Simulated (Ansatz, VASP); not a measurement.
## Se3Br in VASP and in Ansatz

```
Se Br
1.0
    -1.90124    1.90124    8.48190
     1.90124   -1.90124    8.48190
     1.90124    1.90124   -8.48190
Se Br
3 1
Direct
  0.25000 0.75000 0.50000
  0.75000 0.25000 0.50000
  0.50000 0.50000 0.00000
  0.00000 0.00000 0.00000
```

Alike in both runs: task single point; functional PBE; k mesh 2 × 2 × 2; occupations gaussian, width 0.1 eV; no spin polarisation.

|  | VASP | Ansatz |
| --- | --- | --- |
| version | VASP 6.6.1 | Ansatz 0.2.0 |
| potentials or method | VASP PAW PBE potentials, release 64 (Se, Br), cutoff 520 eV | scalar-relativistic, plane waves, PAW |
| valence electrons in the cell | 25 | 55 |

|  | VASP | Ansatz | Ansatz less VASP |
| --- | --- | --- | --- |
| gap on the k mesh at the Fermi level (eV) | none | none | - |
| pressure (GPa) | 1.3 | 1.3 | -0.01 |
| traceless stress, the component that is largest in VASP (GPa) | -1.49 | -1.48 | +0.008 |

A gap of «none» marks a metal or a gap that the smearing closes. With one functional, cell and mesh, what is left measures potentials, basis and numerics. VASP's potentials hold 25 valence electrons a cell and Ansatz's 55, so a difference there can come from the potentials and not from the codes.

The k mesh is coarse, so the values compare programs but aren't converged.
